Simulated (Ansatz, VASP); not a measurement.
# Two plane-wave programs on Os

File INCAR:

```
AGGAC = 1.0 ; AGGAX = 1.0
ALDAC = 0.0 ; ALDAX = 1.0
ALGO = Normal ; EDIFF = 1E-6
ENCUT = 560 ; GGA = B5
GGA_COMPAT = False ; ISIF = 2
ISMEAR = -1 ; IVDW = 13
LASPH = True ; LCHARG = True
LELF = True ; LREAL = False
LVHAR = True ; LWAVE = False
NBANDS = 23 ; NELM = 120
PREC = Accurate ; SIGMA = 0.05
VDW_A1 = 0.44488865 ; VDW_A2 = 4.0933009
VDW_S6 = 1.0 ; VDW_S8 = 2.34076671
```

The input KPOINTS:

```
k-points
0
Gamma
  11 11 6
```

POSCAR

```
Os
1.0
    2.7877234178      0.0000000000      0.0000000000
   -1.3938617089      2.4142392985      0.0000000000
    0.0000000000      0.0000000000      4.4044215090
Os
2
Direct
    0.6666666667      0.3333333333      0.7500000000
    0.3333333333      0.6666666667      0.2500000000
```

The input input.yaml:

```yaml
crystal:
  lattice:
    - [2.7877234178, 0.0, 0.0]
    - [-1.3938617089, 2.4142392985, 0.0]
    - [0.0, 0.0, 4.404421509]
  atoms:
    - { symbol: Os, position: [0.6666666667, 0.3333333333, 0.75] }
    - { symbol: Os, position: [0.3333333333, 0.6666666667, 0.25] }
hamiltonian:
  xc: blyp
  pseudopotentials: { kind: paw }
  dispersion: d4
kpoints:
  mp_grid: { grid: [11, 11, 6] }
scf:
  occupations: { method: fermi_dirac, width: 0.05 }
output:
  forces: true
  stress: true
  eigenvalues: true
  write_density: true
  write_potential: true
  elf: true
  volumetric_format: npy
```

Alike in both runs: task single point; functional BLYP; dispersion D4; k mesh 11 × 11 × 6; occupations fermi-dirac, width 0.05 eV; no spin polarisation.

|  | VASP | Ansatz |
| --- | --- | --- |
| version | VASP 6.6.1 | Ansatz 0.2.0 |
| potentials or method | VASP PAW PBE potentials, release 64 (Os_sv_GW) | Ansatz PAW |
| plane-wave cutoff (eV) | 560 | 420 |
| valence electrons in the cell | 32 | 32 |

VASP gave:

| Property | Result |
| --- | --- |
| gap on the k mesh at the Fermi level (eV) | none |
| pressure (GPa) | -11.4 |
| traceless stress, the component that is largest in VASP (GPa) | -0.67 |

Question: What did Ansatz give for the same quantities?

Answer: gap on the k mesh at the Fermi level (eV): none; pressure (GPa): -11.5; traceless stress, the component that is largest in VASP (GPa): -0.81.

VASP's potentials were made for PBE, not for BLYP. A gap of «none» marks a metal or a gap that the smearing closes.

Neither program's run includes spin-orbit coupling.
